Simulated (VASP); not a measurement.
# GaN (F-43m) in VASP: settings compared

The runs below take GaN through single point, with BLYP+D3(BJ), PBE+D4, revPBE, r2SCAN+D4.

Program: VASP 6.6.1. These are calculated values, not measurements. Logs are shortened: lines on timing, memory, paths and dates and some standing lists are left out, and cuts for length are marked.

## (1) The cell of the first run

The structure is cubic, space group F-43m (No. 216). The conventional cell has a = 4.566 Å, b = 4.566 Å, c = 4.566 Å, α = 90.00°, β = 90.00°, γ = 90.00°. Within 2.6 Å of Ga (site symmetry -43m) lie 4 N at 1.98 Å. N (site symmetry -43m) has 4 Ga at 1.98 Å within 2.6 Å.

## (2) Single point, BLYP+D3(BJ)

Input file INCAR:

```
SYSTEM = GaN
AGGAC = 1.0
AGGAX = 1.0
ALDAC = 0.0
ALDAX = 1.0
ALGO = Normal
EDIFF = 1E-7
ENCUT = 520
GGA = B5
ISIF = 2
ISMEAR = -1
IVDW = 12
LASPH = .True.
LCHARG = .False.
LREAL = .False.
LWAVE = .False.
NBANDS = 16
NELM = 100
PREC = Accurate
SIGMA = 0.05
VDW_A1 = 0.4298
VDW_A2 = 4.2359
VDW_S6 = 1.0
VDW_S8 = 2.6996
```

Input file KPOINTS:

```
k-points
0
Gamma
  10 10 10
  0 0 0
```

Input file POSCAR:

```
GaN
1.0
    0.0000000000      2.2831553320      2.2831553320
    2.2831553320      0.0000000000      2.2831553320
    2.2831553320      2.2831553320      0.0000000000
Ga N
1 1
Direct
    0.0000000000      0.0000000000      0.0000000000
    0.2500000000      0.2500000000      0.2500000000
```

Potentials or basis: VASP PAW PBE potentials, release 64 (Ga_d, N).

Launch:

```console
$ cat potpaw_PBE.64/Ga_d/POTCAR potpaw_PBE.64/N/POTCAR > POTCAR
$ mpirun -np 1 vasp_std > vasp.out
```

OUTCAR:

```text
SYSTEM = GaN
   EDIFF = 1E-7
   ENCUT = 520
   GGA = B5
   ISIF = 2
   ISMEAR = -1
   IVDW = 12
   LASPH = .True.
   LREAL = .False.
   NELM = 100
   PREC = Accurate
 IVDW          = 12

 ion  position               nearest neighbor table
   1  0.000  0.000  0.000-   2 1.98   2 1.98   2 1.98   2 1.98
   2  0.250  0.250  0.250-   1 1.98   1 1.98   1 1.98   1 1.98

  LATTYP: Found a face centered cubic cell.
 ALAT       =     4.5663106640

  Lattice vectors:

 A1 = (   0.0000000000,   2.2831553320,   2.2831553320)
 A2 = (   2.2831553320,   0.0000000000,   2.2831553320)
 A3 = (   2.2831553320,   2.2831553320,   0.0000000000)

Analysis of symmetry for initial positions (statically):
=====================================================================
 Subroutine PRICEL returns:
 Original cell was already a primitive cell.

 Routine SETGRP: Setting up the symmetry group for a
 face centered cubic supercell.

 Subroutine GETGRP returns: Found 24 space group operations
 (whereof 24 operations were pure point group operations)
 out of a pool of 48 trial point group operations.

The static configuration has the point symmetry T_d .

Analysis of symmetry for dynamics (positions and initial velocities):
=====================================================================
 Subroutine PRICEL returns:
 Original cell was already a primitive cell.

 Routine SETGRP: Setting up the symmetry group for a
 face centered cubic supercell.

 Subroutine GETGRP returns: Found 24 space group operations
 (whereof 24 operations were pure point group operations)
 out of a pool of 48 trial point group operations.

The dynamic configuration has the point symmetry T_d .

 Subroutine INISYM returns: Found 24 space group operations
 (whereof 24 operations are pure point group operations),
 and found     1 'primitive' translations

----------------------------------------------------------------------------------------

                                     Primitive cell

  volume of cell :      23.8033

  direct lattice vectors                    reciprocal lattice vectors
     0.000000000  2.283155332  2.283155332    -0.218995174  0.218995174  0.218995174
     2.283155332  0.000000000  2.283155332     0.218995174 -0.218995174  0.218995174
     2.283155332  2.283155332  0.000000000     0.218995174  0.218995174 -0.218995174

  length of vectors
     3.228869236  3.228869236  3.228869236     0.379310769  0.379310769  0.379310769

  position of ions in fractional coordinates (direct lattice)
     0.000000000  0.000000000  0.000000000
     0.250000000  0.250000000  0.250000000

  ion indices of the primitive-cell ions
   primitive index   ion index
                 1           1
                 2           2

----------------------------------------------------------------------------------------

 KPOINTS: k-points

Automatic generation of k-mesh.
 Grid dimensions read from file:
 generate k-points for:   10   10   10

 Generating k-lattice:

  Cartesian coordinates                     Fractional coordinates (reciprocal lattice)
    -0.021899517  0.021899517  0.021899517     0.100000000  0.000000000  0.000000000
     0.021899517 -0.021899517  0.021899517     0.000000000  0.100000000  0.000000000
     0.021899517  0.021899517 -0.021899517     0.000000000  0.000000000  0.100000000

  Length of vectors
     0.037931077  0.037931077  0.037931077

  Shift w.r.t. Gamma in fractional coordinates (k-lattice)
     0.000000000  0.000000000  0.000000000

 Subroutine IBZKPT returns following result:
 ===========================================

 Found     47 irreducible k-points:

 Following reciprocal coordinates:
            Coordinates               Weight
  0.000000  0.000000  0.000000      1.000000
  0.100000  0.000000  0.000000      8.000000
  0.200000  0.000000  0.000000      8.000000
  0.300000  0.000000  0.000000      8.000000
  0.400000  0.000000  0.000000      8.000000
  0.500000  0.000000  0.000000      4.000000
[... 16 lines left out ...]
  0.300000  0.300000  0.000000      6.000000
  0.400000  0.300000  0.000000     24.000000
 [... further k-points ...]
   k-points           NKPTS =     47   k-points in BZ     NKDIM =     47   number of bands    NBANDS=     16
   number of dos      NEDOS =    301   number of ions     NIONS =      2
   total plane-waves  NPLWV =  13824
   dimension x,y,z NGX =    24 NGY =   24 NGZ =   24
   dimension x,y,z NGXF=    48 NGYF=   48 NGZF=   48
   ions per type =               1   1
   NGX,Y,Z   is equivalent  to a cutoff of  12.36, 12.36, 12.36 a.u.
   NGXF,Y,Z  is equivalent  to a cutoff of  24.71, 24.71, 24.71 a.u.
 SYSTEM =  GaN
   PREC   = accura    normal or accurate (medium, high low for compatibility)
   ISTART =      0    job   : 0-new  1-cont  2-samecut
   ICHARG =      2    charge: 1-file 2-atom 10-const
   ISPIN  =      1    spin polarized calculation?
   LNONCOLLINEAR =      F non collinear calculations
   LSORBIT =      F    spin-orbit coupling
   LASPH  =      T    aspherical Exc in radial PAW
   ENCUT  =  520.0 eV  38.22 Ry    6.18 a.u.   6.00  6.00  6.00*2*pi/ulx,y,z
   NELM   =    100;   NELMIN=  2; NELMDL= -5     # of ELM steps
   EDIFF  = 0.1E-06   stopping-criterion for ELM
   LREAL  =      F    real-space projection
   EDIFFG = 0.1E-05   stopping-criterion for IOM
   NSW    =      0    number of steps for IOM
   IBRION =     -1    ionic relax: 0-MD 1-quasi-New 2-CG
   NFREE  =      0    steps in history (QN), initial steepest desc. (CG)
   ISIF   =      2    stress and relaxation
   ISYM   =      2    0-nonsym 1-usesym 2-fastsym
   POTIM  = 0.5000    time-step for ionic-motion
   TEBEG  =    0.0;   TEEND  =   0.0 temperature during run
   PSTRESS=    0.0 pullay stress
   NELECT =      18.0000    total number of electrons
   NUPDOWN=      -1.0000    fix difference up-down
   EMIN   =  10.00;   EMAX   =-10.00  energy-range for DOS
   EFERMI =   0.00;   METHOD = LEGACY
   ISMEAR =    -1;   SIGMA  =   0.05  broadening in eV -4-tet -1-fermi 0-gaus
   EFERMI_NEDOS =   21; number of points for ismear=-14 and -15
   IALGO  =     38    algorithm
   IMIX   =      4    mixing-type and parameters
     AMIX     =   0.40;   BMIX     =  1.00
     AMIX_MAG =   1.60;   BMIX_MAG =  1.00
  volume/ion in A,a.u.               =      11.90        80.32
  Fermi-wavevector in a.u.,A,eV,Ry     =   1.491490  2.818507 30.266718  2.224541
  Thomas-Fermi vector in A             =   2.604138
   LORBIT       =      0    0 simple, 1 ext, 2 COOP (PROOUT), +10 PAW based schemes
   GGA     = B5    functional components
   LHFCALC =     F    Hartree Fock is set to
   AEXX    =    0.0000 exact exchange contribution
   IVDW    =    12    specifies the selected vdW correction
   LEPSILON=     F    determine dielectric tensor
   LRPA    =     F    only Hartree local field effects (RPA)
 non-spin polarized calculation
  energy-cutoff  :      520.00
  volume of cell :       23.80
 maximum number of plane-waves:       656
   NGX = 13   NGY = 13   NGZ = 13

 number of electron      17.9999983 magnetization

 Free energy of the ion-electron system (eV)
  ---------------------------------------------------
  ext. energy  EPLUGINS =         0.00000000
  ---------------------------------------------------
  free energy    TOTEN  =       -11.00788466 eV

  energy without entropy =      -11.00788466  energy(sigma->0) =      -11.00788466

 E-fermi :   6.0802     XC(G=0): -10.9029

 val. band max:        5.2577027814   @ k =   0.0000   0.0000   0.0000
 cond. band min:       6.8074155374   @ k =   0.0000   0.0000   0.0000
 fundamental gap:      1.5497127561
 Fermi energy:         6.0801587189

 k-point     1 :       0.0000    0.0000    0.0000
  band No.  band energies     occupation
      1     -10.2662      2.00000
      2      -8.2601      2.00000
      3      -8.2601      2.00000
      4      -8.2601      2.00000
      5      -7.9832      2.00000
      6      -7.9832      2.00000
[... 8 lines left out ...]
     15      24.0578      0.00000
     16      24.0578      0.00000

 k-point     2 :       0.1000    0.0000    0.0000
  band No.  band energies     occupation
      1     -10.1698      2.00000
      2      -8.2482      2.00000
      3      -8.2482      2.00000
      4      -8.2140      2.00000
      5      -7.9842      2.00000
      6      -7.9842      2.00000
[... 8 lines left out ...]
     15      22.7671      0.00000
     16      22.7755      0.00000

 k-point     3 :       0.2000    0.0000    0.0000
  band No.  band energies     occupation
      1      -9.9384      2.00000
      2      -8.2205      2.00000
      3      -8.2205      2.00000
      4      -8.0269      2.00000
      5      -7.9828      2.00000
      6      -7.9828      2.00000
[... 8 lines left out ...]
     15      22.0096      0.00000
     16      22.0096      0.00000

 k-point     4 :       0.3000    0.0000    0.0000
  band No.  band energies     occupation
      1      -9.7178      2.00000
      2      -8.1959      2.00000
      3      -8.1959      2.00000
      4      -7.9707      2.00000
      5      -7.9707      2.00000
      6      -7.5988      2.00000
[... 8 lines left out ...]
     15      22.4119      0.00000
     16      22.4119      0.00000
[... 324 lines left out ...]
 k-point    22 :      -0.2000    0.2000    0.0000
  band No.  band energies     occupation
      1      -9.6501      2.00000
      2      -8.1807      2.00000
      3      -8.1689      2.00000
      4      -8.0018      2.00000
      5      -7.9855      2.00000
      6      -7.4273      2.00000
[... 8 lines left out ...]
     15      22.3715      0.00000
     16      25.5476      0.00000

 k-point    23 :       0.3000    0.3000    0.0000
  band No.  band energies     occupation
      1      -9.5887      2.00000
      2      -8.1186      2.00000
      3      -8.0937      2.00000
      4      -8.0937      2.00000
      5      -7.9386      2.00000
      6      -7.3907      2.00000
[... 8 lines left out ...]
     15      27.0495      0.00000
     16      27.2691      0.00000

 k-point    24 :       0.4000    0.3000    0.0000
  band No.  band energies     occupation
      1      -9.5159      2.00000
      2      -8.1378      2.00000
      3      -8.0636      2.00000
      4      -8.0634      2.00000
      5      -7.9295      2.00000
      6      -6.9313      2.00000
[... 8 lines left out ...]
     15      27.1162      0.00000
     16      27.3908      0.00000

 [... further k-points ...]

------------------------ aborting loop because EDIFF is reached ----------------------------------------

 Edisp (eV)   -1.07522

 E8    (eV) :    -0.7633

  FORCE on cell =-STRESS in cart. coord.  units (eV):
  Direction    XX          YY          ZZ          XY          YZ          ZX
  --------------------------------------------------------------------------------------
  -------------------------------------------------------------------------------------
  Total      -0.45252    -0.45252    -0.45252     0.00000     0.00000     0.00000
  in kB     -30.45865   -30.45865   -30.45865     0.00000     0.00000     0.00000
  external pressure =      -30.46 kB  Pullay stress =        0.00 kB

 VOLUME and BASIS-vectors are now :
 -----------------------------------------------------------------------------
  energy-cutoff  :      520.00
  volume of cell :       23.80
      direct lattice vectors                 reciprocal lattice vectors
     0.000000000  2.283155332  2.283155332    -0.218995174  0.218995174  0.218995174
     2.283155332  0.000000000  2.283155332     0.218995174 -0.218995174  0.218995174
     2.283155332  2.283155332  0.000000000     0.218995174  0.218995174 -0.218995174

 POSITION                                       TOTAL-FORCE (eV/Angst)
 -----------------------------------------------------------------------------------
      0.00000      0.00000      0.00000         0.000000      0.000000      0.000000
      1.14158      1.14158      1.14158        -0.000000     -0.000000     -0.000000
 -----------------------------------------------------------------------------------
    total drift:                                0.000003      0.000003      0.000003

  FREE ENERGIE OF THE ION-ELECTRON SYSTEM (eV)
  ---------------------------------------------------
  free  energy   TOTEN  =       -12.0830999420 eV

  energy  without entropy=      -12.0830999404  energy(sigma->0) =      -12.08309994
```

It took 11 s on 1 thread of Intel Xeon 6975P-C (Granite Rapids), shared host; peak memory 0.16 GiB.

Results:

```
Free energy                : -12.0831 eV
Pressure                   : -3.0 GPa
Band gap on the k mesh     : 1.55 eV, direct
Dispersion energy per atom : -0.538 eV
```

Caveat: the PAW data sets were made with another functional, which shifts forces and pressure a little.

## (3) Single point, PBE+D4

This run uses another cell than the first one, of 12.13 Å³/atom, 1.019 times its volume.

Input file INCAR:

```
SYSTEM = GaN
  ALGO = Normal
  EDIFF = 1E-6
  ENCUT = 520
  GGA = PE
  ISIF = 2
  ISMEAR = -1
  IVDW = 13
  LASPH = .TRUE.
  LCHARG = .TRUE.
  LELF = .TRUE.
  LREAL = .FALSE.
  LVHAR = .TRUE.
  LWAVE = .FALSE.
  NBANDS = 16
  NELM = 100
  PREC = Accurate
  SIGMA = 0.05
```

Input file KPOINTS:

```
k-points
0
G
  10 10 10
  0 0 0
```

Input file POSCAR:

```
GaN
1.0
    0.0000000000      2.2976981147      2.2976981147
    2.2976981147      0.0000000000      2.2976981147
    2.2976981147      2.2976981147      0.0000000000
Ga N
1 1
Direct
    0.0000000000      0.0000000000      0.0000000000
    0.2500000000      0.2500000000      0.2500000000
```

Potentials or basis: VASP PAW PBE potentials, release 64 (Ga_d, N).

Launch:

```console
$ cat potpaw_PBE.64/Ga_d/POTCAR potpaw_PBE.64/N/POTCAR > POTCAR
$ mpirun -np 1 vasp_std > vasp.out
```

It took 6.7 s on 1 thread of Intel Xeon 6975P-C (Granite Rapids), shared host; peak memory 0.14 GiB.

It converged, with:

```
Free energy                : -12.8979 eV
Pressure                   : -9.9 GPa
Band gap on the k mesh     : 1.35 eV, direct
Dispersion energy per atom : -0.378 eV
```

Levels at points of the mesh, in eV from the valence-band top:
| k point | band 6 | band 7 | band 8 | band 9 | band 10 | band 11 | band 12 | band 13 |
| --- | --- | --- | --- | --- | --- | --- | --- | --- |
| (0.00, 0.00, 0.00) | -13.14 | 0.00 | 0.00 | 0.00 | 1.35 | 9.94 | 9.94 | 9.94 |
| (0.50, 0.00, 0.00) | -11.89 | -6.67 | -0.90 | -0.90 | 4.24 | 8.43 | 10.06 | 10.06 |
| (0.50, 0.50, 0.00) | -11.46 | -5.89 | -2.50 | -2.50 | 3.33 | 6.31 | 11.31 | 13.35 |

Expect the measured gap to be larger: semilocal functionals such as PBE lack the derivative discontinuity.

## (4) Single point, revPBE

This run uses another cell than the first one, of 12.13 Å³/atom, 1.019 times its volume.

Input file INCAR:

```
ALGO = Normal ; EDIFF = 1E-7
ENCUT = 520 ; GGA = RE
ISIF = 2 ; ISMEAR = -1
LASPH = T ; LCHARG = T
LELF = T ; LREAL = F
LVHAR = T ; LWAVE = F
NBANDS = 16 ; NELM = 60
PREC = Accurate ; SIGMA = 0.05
```

Input file KPOINTS:

```
k-points
0
Gamma
  10 10 10
```

POSCAR is that of step 3.

Launch:

```console
$ cat potpaw_PBE.64/Ga_d/POTCAR potpaw_PBE.64/N/POTCAR > POTCAR
$ mpirun -np 1 vasp_std > vasp.out
```

Run time: 6.7 s. Hardware: 1 thread of Intel Xeon 6975P-C (Granite Rapids), shared host; peak memory 0.15 GiB.

Results (log left out):

- Free energy: -11.4599 eV
- Pressure: -2.2 GPa
- Band gap on the k mesh: 1.39 eV, direct

Levels at points of the mesh, in eV from the valence-band top:
```
           k point  band 5  band 6  band 7  band 8  band 9  band 10  band 11  band 12  band 13  band 14
(0.00, 0.00, 0.00)  -13.15  -13.15    0.00    0.00    0.00     1.39     9.99     9.99     9.99    16.95
(0.50, 0.00, 0.00)  -13.11  -11.91   -6.64   -0.89   -0.89     4.30     8.50    10.11    10.11    15.26
(0.50, 0.50, 0.00)  -13.08  -11.49   -5.86   -2.50   -2.50     3.38     6.38    11.41    13.43    13.43
```

Caveat: the PAW data sets were made with another functional, which shifts forces and pressure a little. A hybrid or GW would open this gap; revPBE tends to underestimate it.

## (5) Single point, BLYP+D3(BJ)

This run uses another cell than the first one, of 12.13 Å³/atom, 1.019 times its volume.

Input file INCAR:

```
PREC = Accurate ; ENCUT = 520
EDIFF = 1E-6 ; ISMEAR = -1
SIGMA = 0.05 ; LREAL = F
LASPH = T ; NELM = 60
ALGO = Normal ; ISIF = 2
LWAVE = F ; LCHARG = T
GGA = B5 ; ALDAX = 1.0
AGGAX = 1.0 ; AGGAC = 1.0
ALDAC = 0.0 ; IVDW = 12
VDW_S6 = 1.0 ; VDW_S8 = 2.6996
VDW_A1 = 0.4298 ; VDW_A2 = 4.2359
LELF = T ; LVHAR = T
NBANDS = 16
```

Input file KPOINTS:

```
regular mesh
0
Gamma
  10 10 10
```

POSCAR is that of step 4.

Launch:

```console
$ cat potpaw_PBE.64/Ga_d/POTCAR potpaw_PBE.64/N/POTCAR > POTCAR
$ mpirun -np 1 vasp_std > vasp.out
```

It took 10 s on 1 thread of Intel Xeon 6975P-C (Granite Rapids), shared host; peak memory 0.16 GiB.

It converged, with:

```yaml
Free_energy: -12.0705 eV
Pressure: -5.9 GPa
Band_gap_on_the_k_mesh: 1.42 eV, direct
Dispersion_energy_per_atom: -0.527 eV
```

Levels at points of the mesh, in eV from the valence-band top:
```
           k point  band 6  band 7  band 8  band 9  band 10  band 11  band 12  band 13
(0.00, 0.00, 0.00)  -13.25    0.00    0.00    0.00     1.42     9.94     9.94     9.94
(0.50, 0.00, 0.00)  -11.92   -6.60   -0.89   -0.89     4.26     8.56    10.11    10.11
(0.50, 0.50, 0.00)  -11.46   -5.87   -2.48   -2.48     3.57     6.31    11.47    13.31
```

Caveat: the PAW data sets were made with another functional, which shifts forces and pressure a little. Expect the measured gap to be larger: semilocal functionals such as BLYP lack the derivative discontinuity.

(Continued in part 2 of 2.)
